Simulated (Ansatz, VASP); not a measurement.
One calculation of BaO, two programs

```
Ba O
1.0
     0.00000    2.75339    2.75339
     2.75339    0.00000    2.75339
     2.75339    2.75339    0.00000
Ba O
1 1
Direct
  0.50000 0.50000 0.50000
  0.00000 0.00000 0.00000
```

Alike in both runs: task single point; functional r2SCAN; k mesh 8 × 8 × 8; occupations gaussian, width 0.05 eV; no spin polarisation.

|  | VASP | Ansatz |
| --- | --- | --- |
| version | VASP 6.6.1 | Ansatz 0.2.0 |
| potentials or method | VASP PAW PBE potentials, release 64 (Ba_sv, O), cutoff 660 eV | scalar-relativistic, plane waves, PAW |
| valence electrons in the cell | 16 | 16 |

```tsv
	VASP	Ansatz	Ansatz less VASP
gap on the k mesh at the Fermi level (eV)	2.25	2.31	+0.061
least direct gap on the mesh (eV)	2.25	2.31	+0.061
pressure (GPa)	3.3	1.6	-1.71
```

VASP's potentials were made for PBE, not for r2SCAN. The functional is the same, so the differences come from potentials, cutoffs and numerics.

Spin-orbit coupling is off throughout.
